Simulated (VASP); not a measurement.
Runs of VASP 6.6.1 on NaF. The structure is cubic, space group Pm-3m (No. 221). The conventional cell has a = 2.793 Å, b = 2.793 Å, c = 2.793 Å, α = 90.00°, β = 90.00°, γ = 90.00°. Within 3.2 Å of Na (site symmetry m-3m) lie 8 F at 2.42 Å and 6 Na at 2.79 Å. Within 3.2 Å of F (site symmetry m-3m) lie 8 Na at 2.42 Å and 6 F at 2.79 Å. 

```tsv
level	k mesh	gap on the mesh (eV)	pressure (GPa)
r2SCAN	6 × 6 × 6	7.12	-0.8
PBEsol	6 × 6 × 6	(a)	1.3
PBE	8 × 8 × 8	(b)	4.2
r2SCAN	8 × 8 × 8	7.11	-0.9
```

Alike in all rows: task single point; potentials or basis VASP PAW PBE potentials, release 64 (Na_pv, F); no spin polarisation; cell as given; cutoff (eV) 520; smearing gaussian 0.01 eV.

Task: Estimate the missing entries.

Result: (a) 5.98; (b) 6.11.

Caveats: the PAW data sets were made with another functional, which shifts forces and pressure a little (some runs).

A k mesh can miss the band edges.
